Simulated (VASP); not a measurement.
# BN (f.balt) (F-43m) in VASP: notebook

BN (f.balt) is run at these levels: PBEsol; tasks: single point, relaxation of cell and atoms.

Program: VASP 6.6.1. These are calculated values, not measurements. Logs are shortened: lines on timing, memory, paths and dates and some standing lists are left out, and cuts for length are marked.

## 1. The cell of the first run

Symmetry: F-43m, No. 216, cubic system. The conventional cell has a = 3.610 Å, b = 3.610 Å, c = 3.610 Å, α = 90.00°, β = 90.00°, γ = 90.00°. Within 2.1 Å of B (site symmetry -43m) lie 4 N at 1.56 Å. Within 2.1 Å of N (site symmetry -43m) lie 4 B at 1.56 Å.

## 2. Single point, PBEsol

Input file INCAR:

```
SYSTEM = BN
  ALGO = Normal
  EDIFF = 1E-6
  ENCUT = 600
  GGA = PS
  GGA_COMPAT = .False.
  ISIF = 2
  ISMEAR = 0
  LASPH = .True.
  LCHARG = .True.
  LELF = .True.
  LREAL = .False.
  LVHAR = .True.
  LWAVE = .False.
  NBANDS = 11
  NELM = 120
  PREC = Accurate
  SIGMA = 0.1
```

Input file KPOINTS:

```
k-points
0
Gamma
  8 8 8
  0 0 0
```

Input file POSCAR:

```
BN
1.0
    0.0000000000      1.8050000000      1.8050000000
    1.8050000000      0.0000000000      1.8050000000
    1.8050000000      1.8050000000      0.0000000000
B N
1 1
Direct
    0.0000000000      0.0000000000      0.0000000000
    0.2500000000      0.2500000000      0.2500000000
```

Potentials or basis: VASP PAW PBE potentials, release 64 (B, N).

Command:

```bash
$ cat potpaw_PBE.64/B/POTCAR potpaw_PBE.64/N/POTCAR > POTCAR
$ mpirun -np 1 vasp_std > vasp.out
```

OUTCAR:

```text
SYSTEM = BN
   EDIFF = 1E-6
   ENCUT = 600
   GGA = PS
   ISIF = 2
   ISMEAR = 0
   LASPH = .True.
   LREAL = .False.
   NELM = 120
   PREC = Accurate

 ion  position               nearest neighbor table
   1  0.000  0.000  0.000-   2 1.56   2 1.56   2 1.56   2 1.56
   2  0.250  0.250  0.250-   1 1.56   1 1.56   1 1.56   1 1.56

  LATTYP: Found a face centered cubic cell.
 ALAT       =     3.6100000000

  Lattice vectors:

 A1 = (   0.0000000000,   1.8050000000,   1.8050000000)
 A2 = (   1.8050000000,   0.0000000000,   1.8050000000)
 A3 = (   1.8050000000,   1.8050000000,   0.0000000000)

Analysis of symmetry for initial positions (statically):
=====================================================================
 Subroutine PRICEL returns:
 Original cell was already a primitive cell.

 Routine SETGRP: Setting up the symmetry group for a
 face centered cubic supercell.

 Subroutine GETGRP returns: Found 24 space group operations
 (whereof 24 operations were pure point group operations)
 out of a pool of 48 trial point group operations.

The static configuration has the point symmetry T_d .

Analysis of symmetry for dynamics (positions and initial velocities):
=====================================================================
 Subroutine PRICEL returns:
 Original cell was already a primitive cell.

 Routine SETGRP: Setting up the symmetry group for a
 face centered cubic supercell.

 Subroutine GETGRP returns: Found 24 space group operations
 (whereof 24 operations were pure point group operations)
 out of a pool of 48 trial point group operations.

The dynamic configuration has the point symmetry T_d .

 Subroutine INISYM returns: Found 24 space group operations
 (whereof 24 operations are pure point group operations),
 and found     1 'primitive' translations

----------------------------------------------------------------------------------------

                                     Primitive cell

  volume of cell :      11.7615

  direct lattice vectors                    reciprocal lattice vectors
     0.000000000  1.805000000  1.805000000    -0.277008310  0.277008310  0.277008310
     1.805000000  0.000000000  1.805000000     0.277008310 -0.277008310  0.277008310
     1.805000000  1.805000000  0.000000000     0.277008310  0.277008310 -0.277008310

  length of vectors
     2.552655480  2.552655480  2.552655480     0.479792467  0.479792467  0.479792467

  position of ions in fractional coordinates (direct lattice)
     0.000000000  0.000000000  0.000000000
     0.250000000  0.250000000  0.250000000

  ion indices of the primitive-cell ions
   primitive index   ion index
                 1           1
                 2           2

----------------------------------------------------------------------------------------

 KPOINTS: k-points

Automatic generation of k-mesh.
 Grid dimensions read from file:
 generate k-points for:    8    8    8

 Generating k-lattice:

  Cartesian coordinates                     Fractional coordinates (reciprocal lattice)
    -0.034626039  0.034626039  0.034626039     0.125000000  0.000000000  0.000000000
     0.034626039 -0.034626039  0.034626039     0.000000000  0.125000000  0.000000000
     0.034626039  0.034626039 -0.034626039     0.000000000  0.000000000  0.125000000

  Length of vectors
     0.059974058  0.059974058  0.059974058

  Shift w.r.t. Gamma in fractional coordinates (k-lattice)
     0.000000000  0.000000000  0.000000000

 Subroutine IBZKPT returns following result:
 ===========================================

 Found     29 irreducible k-points:

 Following reciprocal coordinates:
            Coordinates               Weight
  0.000000  0.000000  0.000000      1.000000
  0.125000  0.000000  0.000000      8.000000
  0.250000  0.000000  0.000000      8.000000
  0.375000  0.000000  0.000000      8.000000
  0.500000  0.000000  0.000000      4.000000
  0.125000  0.125000  0.000000      6.000000
[... 16 lines left out ...]
  0.500000  0.250000  0.125000     48.000000
 -0.375000  0.250000  0.125000     24.000000
 [... further k-points ...]
   k-points           NKPTS =     29   k-points in BZ     NKDIM =     29   number of bands    NBANDS=     11
   number of dos      NEDOS =    301   number of ions     NIONS =      2
   total plane-waves  NPLWV =   8000
   dimension x,y,z NGX =    20 NGY =   20 NGZ =   20
   dimension x,y,z NGXF=    40 NGYF=   40 NGZF=   40
   ions per type =               1   1
   NGX,Y,Z   is equivalent  to a cutoff of  13.03, 13.03, 13.03 a.u.
   NGXF,Y,Z  is equivalent  to a cutoff of  26.05, 26.05, 26.05 a.u.
 SYSTEM =  BN
   PREC   = accura    normal or accurate (medium, high low for compatibility)
   ISTART =      0    job   : 0-new  1-cont  2-samecut
   ICHARG =      2    charge: 1-file 2-atom 10-const
   ISPIN  =      1    spin polarized calculation?
   LNONCOLLINEAR =      F non collinear calculations
   LSORBIT =      F    spin-orbit coupling
   LASPH  =      T    aspherical Exc in radial PAW
   ENCUT  =  600.0 eV  44.10 Ry    6.64 a.u.   5.10  5.10  5.10*2*pi/ulx,y,z
   NELM   =    120;   NELMIN=  2; NELMDL= -5     # of ELM steps
   EDIFF  = 0.1E-05   stopping-criterion for ELM
   LREAL  =      F    real-space projection
   EDIFFG = 0.1E-04   stopping-criterion for IOM
   NSW    =      0    number of steps for IOM
   IBRION =     -1    ionic relax: 0-MD 1-quasi-New 2-CG
   NFREE  =      0    steps in history (QN), initial steepest desc. (CG)
   ISIF   =      2    stress and relaxation
   ISYM   =      2    0-nonsym 1-usesym 2-fastsym
   POTIM  = 0.5000    time-step for ionic-motion
   TEBEG  =    0.0;   TEEND  =   0.0 temperature during run
   PSTRESS=    0.0 pullay stress
   NELECT =       8.0000    total number of electrons
   NUPDOWN=      -1.0000    fix difference up-down
   EMIN   =  10.00;   EMAX   =-10.00  energy-range for DOS
   EFERMI =   0.00;   METHOD = LEGACY
   ISMEAR =     0;   SIGMA  =   0.10  broadening in eV -4-tet -1-fermi 0-gaus
   EFERMI_NEDOS =   21; number of points for ismear=-14 and -15
   IALGO  =     38    algorithm
   IMIX   =      4    mixing-type and parameters
     AMIX     =   0.40;   BMIX     =  1.00
     AMIX_MAG =   1.60;   BMIX_MAG =  1.00
  volume/ion in A,a.u.               =       5.88        39.69
  Fermi-wavevector in a.u.,A,eV,Ry     =   1.439741  2.720715 28.202882  2.072853
  Thomas-Fermi vector in A             =   2.558563
   LORBIT       =      0    0 simple, 1 ext, 2 COOP (PROOUT), +10 PAW based schemes
   GGA     = PS    functional components
   LHFCALC =     F    Hartree Fock is set to
   AEXX    =    0.0000 exact exchange contribution
   IVDW    =     0    specifies the selected vdW correction
   LEPSILON=     F    determine dielectric tensor
   LRPA    =     F    only Hartree local field effects (RPA)
 non-spin polarized calculation
 Gauss-broadening in eV      SIGMA  =   0.10
  energy-cutoff  :      600.00
  volume of cell :       11.76
 maximum number of plane-waves:       399
   NGX = 11   NGY = 11   NGZ = 11

 number of electron       7.9999999 magnetization

 Free energy of the ion-electron system (eV)
  ---------------------------------------------------
  ext. energy  EPLUGINS =         0.00000000
  ---------------------------------------------------
  free energy    TOTEN  =       -18.35042702 eV

  energy without entropy =      -18.35042702  energy(sigma->0) =      -18.35042702

 E-fermi :   7.9598     XC(G=0): -13.0365

 val. band max:        7.4141726263   @ k =   0.0000   0.0000   0.0000
 cond. band min:      11.6949074727   @ k =   0.5000   0.5000   0.0000
 fundamental gap:      4.2807348465
 Fermi energy:         7.9598224716

 k-point     1 :       0.0000    0.0000    0.0000
  band No.  band energies     occupation
      1     -12.8865      2.00000
      2       7.4142      2.00000
      3       7.4142      2.00000
      4       7.4142      2.00000
      5      16.1950      0.00000
      6      16.1950      0.00000
      7      16.1950      0.00000
      8      17.7493      0.00000
      9      32.0018      0.00000
     10      35.1527      0.00000
     11      35.1527      0.00000

 k-point     2 :       0.1250    0.0000    0.0000
  band No.  band energies     occupation
      1     -12.5043      2.00000
      2       5.5195      2.00000
      3       7.0291      2.00000
      4       7.0291      2.00000
      5      16.5623      0.00000
      6      16.7707      0.00000
      7      16.7707      0.00000
      8      18.9416      0.00000
      9      31.4822      0.00000
     10      31.9269      0.00000
     11      31.9269      0.00000

 k-point     3 :       0.2500    0.0000    0.0000
  band No.  band energies     occupation
      1     -11.3931      2.00000
      2       1.8843      2.00000
      3       6.2743      2.00000
      4       6.2743      2.00000
      5      17.0359      0.00000
      6      17.7182      0.00000
      7      17.7182      0.00000
      8      20.9486      0.00000
      9      30.6079      0.00000
     10      30.8746      0.00000
     11      30.8746      0.00000

 k-point     4 :       0.3750    0.0000    0.0000
  band No.  band energies     occupation
      1      -9.7440      2.00000
      2      -1.6058      2.00000
      3       5.6745      2.00000
      4       5.6745      2.00000
      5      17.4180      0.00000
      6      18.0639      0.00000
      7      18.0639      0.00000
      8      22.1664      0.00000
      9      30.4450      0.00000
     10      32.4280      0.00000
     11      32.4280      0.00000
[... 239 lines left out ...]
 k-point    22 :       0.3750    0.2500    0.1250
  band No.  band energies     occupation
      1     -10.4451      2.00000
      2       1.6693      2.00000
      3       3.4264      2.00000
      4       5.3721      2.00000
      5      15.9001      0.00000
      6      19.2316      0.00000
      7      19.9834      0.00000
      8      20.7240      0.00000
      9      26.7394      0.00000
     10      32.9828      0.00000
     11      34.6845      0.00000

 k-point    23 :       0.5000    0.2500    0.1250
  band No.  band energies     occupation
      1      -8.9017      2.00000
      2      -0.8899      2.00000
      3       2.6131      2.00000
      4       4.4298      2.00000
      5      16.6944      0.00000
      6      18.7221      0.00000
      7      21.1612      0.00000
      8      22.0222      0.00000
      9      27.3561      0.00000
     10      32.5657      0.00000
     11      34.8247      0.00000

 k-point    24 :      -0.3750    0.2500    0.1250
  band No.  band energies     occupation
      1      -7.8847      2.00000
      2      -2.3986      2.00000
      3       2.5458      2.00000
      4       3.9177      2.00000
      5      16.8675      0.00000
      6      18.5564      0.00000
      7      21.8065      0.00000
      8      23.1648      0.00000
      9      26.7071      0.00000
     10      33.2069      0.00000
     11      34.8127      0.00000

 [... further k-points ...]
[... 5 lines left out ...]
  --------------------------------------------------------------------------------------
  -------------------------------------------------------------------------------------
  Total       -0.0773730     -0.0773730     -0.0773730      0.0000000      0.0000000      0.0000000
  in kB      -10.5399442    -10.5399442    -10.5399442      0.0000000      0.0000000      0.0000000
  external PRESSURE =     -10.5399442 kB  Pullay stress =       0.0000000 kB

 VOLUME and BASIS-vectors are now :
 -----------------------------------------------------------------------------
  energy-cutoff  :      600.00
  volume of cell :       11.76
      direct lattice vectors                 reciprocal lattice vectors
     0.000000000  1.805000000  1.805000000    -0.277008310  0.277008310  0.277008310
     1.805000000  0.000000000  1.805000000     0.277008310 -0.277008310  0.277008310
     1.805000000  1.805000000  0.000000000     0.277008310  0.277008310 -0.277008310

 POSITION                                       TOTAL-FORCE (eV/Angst)
 -----------------------------------------------------------------------------------
      0.00000      0.00000      0.00000         0.000000      0.000000      0.000000
      0.90250      0.90250      0.90250        -0.000000     -0.000000     -0.000000
 -----------------------------------------------------------------------------------
    total drift:                                0.000000      0.000000      0.000000

  FREE ENERGIE OF THE ION-ELECTRON SYSTEM (eV)
  ---------------------------------------------------
  free  energy   TOTEN  =       -18.3504270165 eV

  energy  without entropy=      -18.3504270165  energy(sigma->0) =      -18.35042702
```

Wall time 2.7 s (1 thread of AMD EPYC 9R45 (Zen 5), shared host); peak memory 0.09 GiB.

Results:

- Free energy: -18.3504 eV
- Pressure: -1.1 GPa
- Band gap on the k mesh: 4.28 eV, indirect (least direct gap 8.78 eV)

Levels at points of the mesh, in eV from the valence-band top:
```
           k point  band 1  band 2  band 3  band 4  band 5  band 6  band 7  band 8  band 9
(0.00, 0.00, 0.00)  -20.30    0.00    0.00    0.00    8.78    8.78    8.78   10.34   24.59
(0.50, 0.00, 0.00)  -16.01  -10.82   -1.96   -1.96   10.15   10.64   10.64   15.12   23.24
(0.50, 0.50, 0.00)  -14.63   -8.99   -4.96   -4.96    4.28    9.11   17.94   17.94   20.69
```

Caveat: the PAW data sets were made with another functional, which shifts forces and pressure a little. A k mesh can miss the band edges.

## 3. Single point, PBEsol

This run uses another cell than the first one, of 5.86 Å³/atom, 0.996 times its volume.

Input file INCAR:

```
SYSTEM = BN
ALGO = Normal
EDIFF = 1E-6
ENCUT = 600
GGA = PS
GGA_COMPAT = .False.
ISIF = 2
ISMEAR = 0
LASPH = .True.
LCHARG = .False.
LREAL = .False.
LWAVE = .False.
NBANDS = 11
NELM = 120
PREC = Accurate
SIGMA = 0.02
```

Input file KPOINTS:

```
k-points
0
Gamma
  12 12 12
  0 0 0
```

Input file POSCAR:

```
BN
1.0
    0.0000000000      1.8025451212      1.8025451212
    1.8025451212      0.0000000000      1.8025451212
    1.8025451212      1.8025451212      0.0000000000
B N
1 1
Direct
    0.0000000000      0.0000000000      0.0000000000
    0.2500000000      0.2500000000      0.2500000000
```

Potentials or basis: VASP PAW PBE potentials, release 64 (B, N).

Command:

```bash
$ cat potpaw_PBE.64/B/POTCAR potpaw_PBE.64/N/POTCAR > POTCAR
$ mpirun -np 1 vasp_std > vasp.out
```

Run time: 5.1 s. Hardware: 1 thread of AMD EPYC 9R45 (Zen 5), shared host; peak memory 0.09 GiB.

The run converged. Its results:

```yaml
Free_energy: -18.3507 eV
Pressure: 0.5 GPa
Band_gap_on_the_k_mesh: 4.29 eV, indirect (least direct gap 8.80 eV)
```

Levels at points of the mesh, in eV from the valence-band top:
```tsv
k point	band 2	band 3	band 4	band 5	band 6	band 7
(0.00, 0.00, 0.00)	0.00	0.00	0.00	8.80	8.80	8.80
(0.50, 0.00, 0.00)	-10.86	-1.97	-1.97	10.20	10.67	10.67
(0.50, 0.50, 0.00)	-9.02	-4.98	-4.98	4.29	9.14	18.00
```

Caveat: the PAW data sets were made with another functional, which shifts forces and pressure a little. A k mesh can miss the band edges.

## 4. Relaxation of cell and atoms, PBEsol

Input file INCAR:

```
ALGO = Normal
EDIFF = 1E-7
EDIFFG = -0.002
ENCUT = 600
GGA = PS
GGA_COMPAT = F
IBRION = 2
ISIF = 3
ISMEAR = 0
LASPH = T
LCHARG = F
LREAL = F
LWAVE = F
NELM = 120
NELMIN = 4
NSW = 100
PREC = Accurate
SIGMA = 0.02
```

Input file KPOINTS:

```
k-points
0
Gamma
  12 12 12
```

Input file POSCAR:

```
BN
1.0
    0.0000000000      1.8050000000      1.8050000000
    1.8050000000      0.0000000000      1.8050000000
    1.8050000000      1.8050000000      0.0000000000
B N
1 1
Direct
    0.0000000000      0.0000000000      0.0000000000
    0.2500000000      0.2500000000      0.2500000000
```

Command:

```bash
$ cat potpaw_PBE.64/B/POTCAR potpaw_PBE.64/N/POTCAR > POTCAR
$ mpirun -np 1 vasp_std > vasp.out
```

Wall time 7.5 s (1 thread of AMD EPYC 9R45 (Zen 5), shared host); peak memory 0.09 GiB.

It converged, with:

* Free energy: -18.3508 eV
* Relaxed volume: 5.86 Å³/atom
* Relaxed cell: a = 2.550 Å, b = 2.550 Å, c = 2.550 Å, α = 60.00°, β = 60.00°, γ = 60.00°
* Space group after relaxing (to 0.05 Å): F-43m (No. 216)
* Energy gained by relaxing: 0.1 meV/atom
* Ionic steps: 3
* Pressure after relaxing: 0.0 GPa
* Band gap on the k mesh: 4.28 eV, indirect (least direct gap 8.79 eV)

Step by step:
| step | energy change (eV) | largest force (eV/Å) | pressure (GPa) | volume (Å³) |
| --- | --- | --- | --- | --- |
| 1 | 0.0000 | 0.0000 | -1.06 | 11.76 |
| 2 | 0.0000 | 0.0000 | 1.12 | 11.70 |
| 3 | -0.0001 | 0.0000 | 0.00 | 11.73 |

Final structure:
```xyz
2
Lattice="0.0000 1.8033 1.8033 1.8033 0.0000 1.8033 1.8033 1.8033 0.0000" Properties=species:S:1:pos:R:3 pbc="T T T"
B     0.0000    0.0000    0.0000
N     0.9017    0.9017    0.9017
```

Levels at points of the mesh, in eV from the valence-band top:
| k point | band 1 | band 2 | band 3 | band 4 | band 5 | band 6 | band 7 | band 8 |
| --- | --- | --- | --- | --- | --- | --- | --- | --- |
| (0.00, 0.00, 0.00) | -20.33 | 0.00 | 0.00 | 0.00 | 8.79 | 8.79 | 8.79 | 10.38 |
| (0.50, 0.00, 0.00) | -16.03 | -10.84 | -1.96 | -1.96 | 10.18 | 10.66 | 10.66 | 15.15 |
| (0.50, 0.50, 0.00) | -14.64 | -9.01 | -4.97 | -4.97 | 4.28 | 9.13 | 17.98 | 17.98 |

Caveat: the PAW data sets were made with another functional, which shifts forces and pressure a little. A k mesh can miss the band edges.

## 5. Overview

```tsv
task	cell	k mesh	smearing	gap on the mesh (eV)	pressure (GPa)
single point	a = 2.553 Å, angles 60.0°, 2 atoms	8 × 8 × 8	gaussian 0.1 eV	4.28	-1.1
single point	a = 2.549 Å, angles 60.0°, 2 atoms	12 × 12 × 12	gaussian 0.02 eV	4.29	0.5
relaxation of cell and atoms	relaxed from a = 2.553 Å, angles 60.0°, 2 atoms	12 × 12 × 12	gaussian 0.02 eV	4.28	0.0
```

Alike in all rows: level PBEsol; potentials or basis VASP PAW PBE potentials, release 64 (B, N); no spin polarisation; cutoff (eV) 600.

Caveats: the PAW data sets were made with another functional, which shifts forces and pressure a little.

Total energies depend on the potentials used, so only differences within one code and one set of settings carry meaning.
